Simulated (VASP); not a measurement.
CdS, 4 atoms in the cell. It takes space group P6_3mc (No. 186, hexagonal). Conventional cell: a = 4.166 Å, b = 4.166 Å, c = 6.644 Å, α = 90.00°, β = 90.00°, γ = 120.00°. Cd (site symmetry 3m) has 4 S at 2.53 Å within 3.3 Å. Within 3.3 Å of S (site symmetry 3m) lie 4 Cd at 2.53 Å.  This cell differs from its parent crystal: strained cell.

```yaml
Program: VASP 6.6.1
Task: relaxation of the atoms
Functional: PBEsol
Potentials_or_basis: VASP PAW PBE potentials, release 64 (Cd, S)
Cutoff: 520 eV
k_mesh: 6 × 6 × 4
Occupations: gaussian, width 0.02 eV
Spin: no spin polarisation
Dipole_correction: no
Further_INCAR_settings: ALGO = Normal; EDIFF = 1e-06; IBRION = 2; EDIFFG = -0.002; NSW = 60
```

Potentials or basis: VASP PAW PBE potentials, release 64 (Cd, S).

Run with:

```console
$ cat potpaw_PBE.64/Cd/POTCAR potpaw_PBE.64/S/POTCAR > POTCAR
$ mpirun -np 1 vasp_std > vasp.out
```

Hardware: 1 thread of Intel(R) Xeon(R) Platinum 8488C (Sapphire Rapids), with other jobs on the host.

Problem. Estimate the wall time of this run.

Solution. Wall time 58 s on 1 thread of Intel(R) Xeon(R) Platinum 8488C (Sapphire Rapids), with other jobs on the host, peak memory 0.23 GiB. Counts: scf iterations 18, k points 21, ion steps 3.
